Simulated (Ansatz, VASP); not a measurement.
# Two plane-wave programs on Y3Cl

```
Y Cl
1.0
     4.69721    0.00000    0.00000
     0.00000    4.69721    0.00000
     0.00000    0.00000    4.69721
Y Cl
3 1
Cartesian
  0.0000 2.3486 2.3486
  2.3486 0.0000 2.3486
  2.3486 2.3486 0.0000
  0.0000 0.0000 0.0000
```

Alike in both runs: task relaxation of cell and atoms; functional PBE; k mesh 4 × 4 × 4; occupations gaussian, width 0.1 eV; no spin polarisation.

|  | VASP | Ansatz |
| --- | --- | --- |
| version | VASP 6.6.1 | Ansatz 0.2.0 |
| potentials or method | VASP PAW PBE potentials, release 64 (Y_sv, Cl), cutoff 600 eV | scalar-relativistic, plane waves, PAW |
| valence electrons in the cell | 40 | 40 |

Ansatz gave:

* gap on the k mesh at the Fermi level, each at its own relaxed structure (eV): none
* relaxed volume (Å³/atom): 29.23
* relaxed cell length with the largest relative difference (Å): 4.890

Question: Which values does VASP return?

Answer: gap on the k mesh at the Fermi level, each at its own relaxed structure (eV): none; relaxed volume (Å³/atom): 29.34; relaxed cell length with the largest relative difference (Å): 4.896.

A gap of «none» marks a metal or a gap that the smearing closes.
